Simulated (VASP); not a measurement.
# SnO in VASP: further runs

The runs below take SnO through single point, with LDA.

Program: VASP 6.6.1. These are calculated values, not measurements. Logs are shortened: lines on timing, memory, paths and dates and some standing lists are left out, and cuts for length are marked.

## (1) The cell of the first run

Symmetry: P4/nmm, No. 129, tetragonal system. The conventional cell has a = 3.775 Å, b = 3.775 Å, c = 4.838 Å, α = 90.00°, β = 90.00°, γ = 90.00°. Within 2.9 Å of Sn (site symmetry 4mm) lie 4 O at 2.20 Å. Within 2.9 Å of O (site symmetry -4m2) lie 4 Sn at 2.20 Å and 4 O at 2.67 Å.

## (2) Single point, LDA

The input, INCAR:

```
PREC     = Accurate       # precision mode
ENCUT    = 520            # plane-wave cutoff, eV
EDIFF    = 1E-6           # SCF threshold, eV
ISMEAR   = -1             # smearing method
SIGMA    = 0.05           # smearing width, eV
LREAL    = False          # projectors in reciprocal space
LASPH    = True           # aspherical terms in the spheres
NELM     = 60             # most SCF steps
ALGO     = Normal         # electronic algorithm
ISIF     = 2              # what is computed and relaxed
LWAVE    = False          # write WAVECAR
LCHARG   = True           # write CHGCAR
LELF     = True           # ELF
LVHAR    = True         
NBANDS   = 28             # bands
```

The input, KPOINTS:

```
Automatic mesh
0
Gamma
  9 9 7
```

The input, POSCAR:

```
SnO
1.0
    3.7751704121      0.0000000000      0.0000000000
    0.0000000000      3.7751704121      0.0000000000
    0.0000000000      0.0000000000      4.8375471642
Sn O
2 2
Direct
    0.0000000000      0.5000000000      0.2353738600
    0.5000000000      0.0000000000      0.7646261400
    0.5000000000      0.5000000000      0.0000000000
    0.0000000000      0.0000000000      0.0000000000
```

Potentials or basis: VASP PAW LDA potentials, release 64 (Sn_d, O).

On the command line:

```console
> cat potpaw_LDA.64/Sn_d/POTCAR potpaw_LDA.64/O/POTCAR > POTCAR
> mpirun -np 1 vasp_std > vasp.out
```

OUTCAR:

```text
PREC = Accurate
   ENCUT = 520
   EDIFF = 1E-6
   ISMEAR = -1
   LREAL = False
   LASPH = True
   NELM = 60
   ISIF = 2

 ion  position               nearest neighbor table
   1  0.000  0.500  0.235-   3 2.20   4 2.20   4 2.20   3 2.20   2 3.51   2 3.51   2 3.51   2 3.51
                             2 3.70   2 3.70   2 3.70   2 3.70
   2  0.500  0.000  0.765-   3 2.20   4 2.20   3 2.20   4 2.20   1 3.51   1 3.51   1 3.51   1 3.51
                             1 3.70   1 3.70   1 3.70   1 3.70
   3  0.500  0.500  0.000-   1 2.20   2 2.20   2 2.20   1 2.20
   4  0.000  0.000  0.000-   1 2.20   2 2.20   1 2.20   2 2.20

  LATTYP: Found a simple tetragonal cell.
 ALAT       =     3.7751704121
 C/A-ratio  =     1.2814116016

  Lattice vectors:

 A1 = (   3.7751704121,   0.0000000000,   0.0000000000)
 A2 = (   0.0000000000,   3.7751704121,   0.0000000000)
 A3 = (   0.0000000000,   0.0000000000,   4.8375471642)

Analysis of symmetry for initial positions (statically):
=====================================================================
 Subroutine PRICEL returns:
 Original cell was already a primitive cell.

 Routine SETGRP: Setting up the symmetry group for a
 simple tetragonal supercell.

 Subroutine GETGRP returns: Found 16 space group operations
 (whereof  8 operations were pure point group operations)
 out of a pool of 16 trial point group operations.

The static configuration has the point symmetry D_2d.
 The point group associated with its full space group is D_4h.

Analysis of symmetry for dynamics (positions and initial velocities):
=====================================================================
 Subroutine PRICEL returns:
 Original cell was already a primitive cell.

 Routine SETGRP: Setting up the symmetry group for a
 simple tetragonal supercell.

 Subroutine GETGRP returns: Found 16 space group operations
 (whereof  8 operations were pure point group operations)
 out of a pool of 16 trial point group operations.

The dynamic configuration has the point symmetry D_2d.
 The point group associated with its full space group is D_4h.

 Subroutine INISYM returns: Found 16 space group operations
 (whereof  8 operations are pure point group operations),
 and found     1 'primitive' translations

----------------------------------------------------------------------------------------

                                     Primitive cell

  volume of cell :      68.9443

  direct lattice vectors                    reciprocal lattice vectors
     3.775170412  0.000000000  0.000000000     0.264888705  0.000000000  0.000000000
     0.000000000  3.775170412  0.000000000     0.000000000  0.264888705  0.000000000
     0.000000000  0.000000000  4.837547164     0.000000000  0.000000000  0.206716331

  length of vectors
     3.775170412  3.775170412  4.837547164     0.264888705  0.264888705  0.206716331

  position of ions in fractional coordinates (direct lattice)
     0.000000000  0.500000000  0.235373860
     0.500000000  0.000000000  0.764626140
     0.500000000  0.500000000  0.000000000
     0.000000000  0.000000000  0.000000000

  ion indices of the primitive-cell ions
   primitive index   ion index
                 1           1
                 2           2
                 3           3
                 4           4

----------------------------------------------------------------------------------------

 KPOINTS: Automatic mesh

Automatic generation of k-mesh.
 Grid dimensions read from file:
 generate k-points for:    9    9    7

 Generating k-lattice:

  Cartesian coordinates                     Fractional coordinates (reciprocal lattice)
     0.029432078  0.000000000  0.000000000     0.111111111  0.000000000  0.000000000
     0.000000000  0.029432078  0.000000000     0.000000000  0.111111111  0.000000000
     0.000000000  0.000000000  0.029530904     0.000000000  0.000000000  0.142857143

  Length of vectors
     0.029432078  0.029432078  0.029530904

  Shift w.r.t. Gamma in fractional coordinates (k-lattice)
     0.000000000  0.000000000  0.000000000

 Subroutine IBZKPT returns following result:
 ===========================================

 Found     60 irreducible k-points:

 Following reciprocal coordinates:
            Coordinates               Weight
  0.000000  0.000000  0.000000      1.000000
  0.111111  0.000000  0.000000      4.000000
  0.222222  0.000000  0.000000      4.000000
  0.333333  0.000000  0.000000      4.000000
  0.444444  0.000000  0.000000      4.000000
  0.111111  0.111111  0.000000      4.000000
[... 16 lines left out ...]
  0.333333  0.111111  0.142857     16.000000
  0.444444  0.111111  0.142857     16.000000
 [... further k-points ...]
   k-points           NKPTS =     60   k-points in BZ     NKDIM =     60   number of bands    NBANDS=     28
   number of dos      NEDOS =    301   number of ions     NIONS =      4
   total plane-waves  NPLWV =  28224
   dimension x,y,z NGX =    28 NGY =   28 NGZ =   36
   dimension x,y,z NGXF=    56 NGYF=   56 NGZF=   72
   ions per type =               2   2
   NGX,Y,Z   is equivalent  to a cutoff of  12.33, 12.33, 12.37 a.u.
   NGXF,Y,Z  is equivalent  to a cutoff of  24.66, 24.66, 24.74 a.u.
 SYSTEM =  unknown system
   PREC   = accura    normal or accurate (medium, high low for compatibility)
   ISTART =      0    job   : 0-new  1-cont  2-samecut
   ICHARG =      2    charge: 1-file 2-atom 10-const
   ISPIN  =      1    spin polarized calculation?
   LNONCOLLINEAR =      F non collinear calculations
   LSORBIT =      F    spin-orbit coupling
   LASPH  =      T    aspherical Exc in radial PAW
   ENCUT  =  520.0 eV  38.22 Ry    6.18 a.u.   7.02  7.02  8.99*2*pi/ulx,y,z
   NELM   =     60;   NELMIN=  2; NELMDL= -5     # of ELM steps
   EDIFF  = 0.1E-05   stopping-criterion for ELM
   LREAL  =      F    real-space projection
   EDIFFG = 0.1E-04   stopping-criterion for IOM
   NSW    =      0    number of steps for IOM
   IBRION =     -1    ionic relax: 0-MD 1-quasi-New 2-CG
   NFREE  =      0    steps in history (QN), initial steepest desc. (CG)
   ISIF   =      2    stress and relaxation
   ISYM   =      2    0-nonsym 1-usesym 2-fastsym
   POTIM  = 0.5000    time-step for ionic-motion
   TEBEG  =    0.0;   TEEND  =   0.0 temperature during run
   PSTRESS=    0.0 pullay stress
   NELECT =      40.0000    total number of electrons
   NUPDOWN=      -1.0000    fix difference up-down
   EMIN   =  10.00;   EMAX   =-10.00  energy-range for DOS
   EFERMI =   0.00;   METHOD = LEGACY
   ISMEAR =    -1;   SIGMA  =   0.05  broadening in eV -4-tet -1-fermi 0-gaus
   EFERMI_NEDOS =   21; number of points for ismear=-14 and -15
   IALGO  =     38    algorithm
   IMIX   =      4    mixing-type and parameters
     AMIX     =   0.40;   BMIX     =  1.00
     AMIX_MAG =   1.60;   BMIX_MAG =  1.00
  volume/ion in A,a.u.               =      17.24       116.31
  Fermi-wavevector in a.u.,A,eV,Ry     =   1.365407  2.580245 25.365826  1.864336
  Thomas-Fermi vector in A             =   2.491638
   LORBIT       =      0    0 simple, 1 ext, 2 COOP (PROOUT), +10 PAW based schemes
   GGA     = CA    functional components
   LHFCALC =     F    Hartree Fock is set to
   AEXX    =    0.0000 exact exchange contribution
   IVDW    =     0    specifies the selected vdW correction
   LEPSILON=     F    determine dielectric tensor
   LRPA    =     F    only Hartree local field effects (RPA)
 non-spin polarized calculation
  energy-cutoff  :      520.00
  volume of cell :       68.94
 maximum number of plane-waves:      1871
   NGX = 15   NGY = 15   NGZ = 17

 number of electron      40.0000008 magnetization

 Free energy of the ion-electron system (eV)
  ---------------------------------------------------
  ext. energy  EPLUGINS =         0.00000000
  ---------------------------------------------------
  free energy    TOTEN  =       -25.71418218 eV

  energy without entropy =      -25.71353157  energy(sigma->0) =      -25.71385688

 E-fermi :   7.2406     XC(G=0): -10.7359

 val. band max:        7.0999931951   @ k =   0.1111   0.0000   0.0000
 cond. band min:       7.3385345900   @ k =   0.4444   0.4444   0.0000
 fundamental gap:      0.2385413949
 Fermi energy:         7.2405655217

 k-point     1 :       0.0000    0.0000    0.0000
  band No.  band energies     occupation
      1     -14.8837      2.00000
      2     -14.4043      2.00000
      3     -14.4043      2.00000
      4     -14.3988      2.00000
      5     -14.3406      2.00000
      6     -14.3394      2.00000
[... 20 lines left out ...]
     27      13.9164      0.00000
     28      14.3006      0.00000

 k-point     2 :       0.1111    0.0000    0.0000
  band No.  band energies     occupation
      1     -14.8770      2.00000
      2     -14.4012      2.00000
      3     -14.4010      2.00000
      4     -14.3990      2.00000
      5     -14.3434      2.00000
      6     -14.3413      2.00000
[... 20 lines left out ...]
     27      14.1016      0.00000
     28      15.3203      0.00000

 k-point     3 :       0.2222    0.0000    0.0000
  band No.  band energies     occupation
      1     -14.8579      2.00000
      2     -14.4874      2.00000
      3     -14.3921      2.00000
      4     -14.3921      2.00000
      5     -14.3649      2.00000
      6     -14.3461      2.00000
[... 20 lines left out ...]
     27      14.3449      0.00000
     28      17.1246      0.00000

 k-point     4 :       0.3333    0.0000    0.0000
  band No.  band energies     occupation
      1     -14.8271      2.00000
      2     -14.6105      2.00000
      3     -14.3799      2.00000
      4     -14.3784      2.00000
      5     -14.3549      2.00000
      6     -14.3522      2.00000
[... 578 lines left out ...]
     27      15.2278      0.00000
     28      17.0599      0.00000

 k-point    23 :       0.3333    0.1111    0.1429
  band No.  band energies     occupation
      1     -14.8275      2.00000
      2     -14.6340      2.00000
      3     -14.3893      2.00000
      4     -14.3678      2.00000
      5     -14.3639      2.00000
      6     -14.3428      2.00000
[... 20 lines left out ...]
     27      15.4476      0.00000
     28      16.2338      0.00000

 k-point    24 :       0.4444    0.1111    0.1429
  band No.  band energies     occupation
      1     -14.7874      2.00000
      2     -14.7245      2.00000
      3     -14.3790      2.00000
      4     -14.3700      2.00000
      5     -14.3546      2.00000
      6     -14.3469      2.00000
[... 20 lines left out ...]
     27      15.5637      0.00000
     28      15.8211      0.00000

 [... further k-points ...]

------------------------ aborting loop because EDIFF is reached ----------------------------------------

  FORCE on cell =-STRESS in cart. coord.  units (eV):
  Direction    XX          YY          ZZ          XY          YZ          ZX
  --------------------------------------------------------------------------------------
  -------------------------------------------------------------------------------------
  Total       -0.0001395     -0.0001395     -0.0991071      0.0000000      0.0000000      0.0000000
  in kB       -0.0032411     -0.0032411     -2.3031229      0.0000000      0.0000000      0.0000000
  external PRESSURE =      -0.7698684 kB  Pullay stress =       0.0000000 kB

 VOLUME and BASIS-vectors are now :
 -----------------------------------------------------------------------------
  energy-cutoff  :      520.00
  volume of cell :       68.94
      direct lattice vectors                 reciprocal lattice vectors
     3.775170412  0.000000000  0.000000000     0.264888705  0.000000000  0.000000000
     0.000000000  3.775170412  0.000000000     0.000000000  0.264888705  0.000000000
     0.000000000  0.000000000  4.837547164     0.000000000  0.000000000  0.206716331

 POSITION                                       TOTAL-FORCE (eV/Angst)
 -----------------------------------------------------------------------------------
      0.00000      1.88759      1.13863        -0.000000      0.000000      0.306354
      1.88759      0.00000      3.69892        -0.000000      0.000000     -0.306354
      1.88759      1.88759      0.00000         0.000000      0.000000      0.000000
      0.00000      0.00000      0.00000        -0.000000      0.000000      0.000000
 -----------------------------------------------------------------------------------
    total drift:                                0.000000      0.000000      0.000000

  FREE ENERGIE OF THE ION-ELECTRON SYSTEM (eV)
  ---------------------------------------------------
  free  energy   TOTEN  =       -25.7141821798 eV

  energy  without entropy=      -25.7135315718  energy(sigma->0) =      -25.71385688
```

Wall time 1.9 min (1 thread of Intel Xeon 8259CL, shared host); peak memory 0.21 GiB.

Results:

* Free energy: -25.7142 eV
* Pressure: -0.1 GPa
* Largest force: 0.306 eV/Å
* Band gap on the k mesh: 0.24 eV (least direct gap 1.96 eV)

Forces on the atoms (eV/Å):
```
Sn   0.000  0.000  0.306
Sn   0.000  0.000 -0.306
O    0.000  0.000  0.000
O    0.000  0.000  0.000
```

Stress tensor (GPa, compression positive):
```
 0.00  0.00  0.00
 0.00  0.00  0.00
 0.00  0.00 -0.23
```

Caveat: semilocal functionals underestimate gaps, and a narrow one can read as zero; spin-orbit coupling is left out, which moves the levels of the heavy elements. A k mesh can miss the band edges.

## (3) Single point, LDA

This run uses another cell than the first one, of 17.77 Å³/atom.

The input, INCAR:

```
SYSTEM = SnO
  PREC = Accurate
  ENCUT = 520
  EDIFF = 1E-6
  ISMEAR = -1
  SIGMA = 0.05
  LREAL = .False.
  LASPH = .True.
  NELM = 60
  ALGO = Normal
  ISIF = 2
  LWAVE = .False.
  LCHARG = .True.
  LELF = .True.
  LVHAR = .True.
  NBANDS = 28
```

The input, KPOINTS:

```
Automatic mesh
0
Gamma
  9 9 7
  0 0 0
```

The input, POSCAR:

```
SnO
1.0
    3.8136952200      0.0000000000      0.0000000000
    0.0000000000      3.8136952200      0.0000000000
    0.0000000000      0.0000000000      4.8869133000
Sn O
2 2
Direct
    0.0000000000      0.5000000000      0.2353738600
    0.5000000000      0.0000000000      0.7646261400
    0.5000000000      0.5000000000      0.0000000000
    0.0000000000      0.0000000000      0.0000000000
```

Potentials or basis: VASP PAW LDA potentials, release 64 (Sn_d, O).

On the command line:

```console
> cat potpaw_LDA.64/Sn_d/POTCAR potpaw_LDA.64/O/POTCAR > POTCAR
> mpirun -np 1 vasp_std > vasp.out
```

OUTCAR:

```text
SYSTEM = SnO
   PREC = Accurate
   ENCUT = 520
   EDIFF = 1E-6
   ISMEAR = -1
   LREAL = .False.
   LASPH = .True.
   NELM = 60
   ISIF = 2

 ion  position               nearest neighbor table
   1  0.000  0.500  0.235-   3 2.23   4 2.23   4 2.23   3 2.23   2 3.54   2 3.54   2 3.54   2 3.54
                             2 3.74   2 3.74   2 3.74   2 3.74
   2  0.500  0.000  0.765-   3 2.23   4 2.23   3 2.23   4 2.23   1 3.54   1 3.54   1 3.54   1 3.54
                             1 3.74   1 3.74   1 3.74   1 3.74
   3  0.500  0.500  0.000-   1 2.23   2 2.23   2 2.23   1 2.23
   4  0.000  0.000  0.000-   1 2.23   2 2.23   1 2.23   2 2.23

[... 947 lines left out ...]
  -------------------------------------------------------------------------------------
  Total       -1.4072326     -1.4072326     -1.1790248      0.0000000      0.0000000      0.0000000
  in kB      -31.7212182    -31.7212182    -26.5770587      0.0000000      0.0000000      0.0000000
  external PRESSURE =     -30.0064983 kB  Pullay stress =       0.0000000 kB

 VOLUME and BASIS-vectors are now :
 -----------------------------------------------------------------------------
  energy-cutoff  :      520.00
  volume of cell :       71.08
      direct lattice vectors                 reciprocal lattice vectors
     3.813695220  0.000000000  0.000000000     0.262212878  0.000000000  0.000000000
     0.000000000  3.813695220  0.000000000     0.000000000  0.262212878  0.000000000
     0.000000000  0.000000000  4.886913300     0.000000000  0.000000000  0.204628144

 POSITION                                       TOTAL-FORCE (eV/Angst)
 -----------------------------------------------------------------------------------
      0.00000      1.90685      1.15025        -0.000000      0.000000     -0.128247
      1.90685      0.00000      3.73666         0.000000      0.000000      0.128247
      1.90685      1.90685      0.00000        -0.000000      0.000000      0.000000
      0.00000      0.00000      0.00000        -0.000000     -0.000000      0.000000
 -----------------------------------------------------------------------------------
    total drift:                                0.000000      0.000000      0.000000

  FREE ENERGIE OF THE ION-ELECTRON SYSTEM (eV)
  ---------------------------------------------------
  free  energy   TOTEN  =       -25.6952886320 eV

  energy  without entropy=      -25.6949778796  energy(sigma->0) =      -25.69513326
```

OSZICAR:

```text
N       E                     dE             d eps       ncg     rms          rms(c)
DAV:   1     0.414302265937E+03    0.41430E+03   -0.20035E+04  3492   0.218E+03
DAV:   2     0.346428726099E+02   -0.37966E+03   -0.36404E+03  3456   0.542E+02
DAV:   3    -0.262817952356E+02   -0.60925E+02   -0.59735E+02  3864   0.181E+02
DAV:   4    -0.292493430521E+02   -0.29675E+01   -0.29531E+01  3744   0.430E+01
DAV:   5    -0.293225505400E+02   -0.73207E-01   -0.73200E-01  3700   0.733E+00    0.114E+01
DAV:   6    -0.258207995465E+02    0.35018E+01   -0.16540E+01  5460   0.455E+01    0.510E+00
DAV:   7    -0.257513557472E+02    0.69444E-01   -0.20539E+00  4004   0.869E+00    0.244E+00
DAV:   8    -0.257089627071E+02    0.42393E-01   -0.33942E-01  4080   0.374E+00    0.775E-01
DAV:   9    -0.256948785844E+02    0.14084E-01   -0.46364E-02  5296   0.221E+00    0.216E-01
DAV:  10    -0.256956645901E+02   -0.78601E-03   -0.67262E-03  4896   0.724E-01    0.140E-01
DAV:  11    -0.256952694956E+02    0.39509E-03   -0.16729E-03  5192   0.380E-01    0.181E-02
DAV:  12    -0.256952929059E+02   -0.23410E-04   -0.23305E-04  3480   0.846E-02    0.254E-02
DAV:  13    -0.256952889673E+02    0.39386E-05   -0.13509E-05  4600   0.307E-02    0.627E-03
DAV:  14    -0.256952886320E+02    0.33530E-06   -0.18490E-06  2120   0.964E-03
   1 F= -.25695289E+02 E0= -.25695133E+02  d E =-.310752E-03
```

It took 2.1 min on 1 thread of Intel Xeon 8259CL, shared host; peak memory 0.22 GiB.

Results:

```yaml
Free_energy: -25.6953 eV
Pressure: -3.0 GPa
Largest_force: 0.128 eV/Å
Band_gap_on_the_k_mesh: 0.34 eV (least direct gap 1.95 eV)
```

Forces on the atoms (eV/Å):
```
Sn   0.000  0.000 -0.128
Sn   0.000  0.000  0.128
O    0.000  0.000  0.000
O    0.000  0.000  0.000
```

Caveat: the cell stands under tension; semilocal functionals underestimate gaps, and a narrow one can read as zero; spin-orbit coupling is left out, which moves the levels of the heavy elements. A k mesh can miss the band edges.

[end of part 1 of 2]

The gap in the log of VASP goes by the Fermi energy; the results here count the filled bands.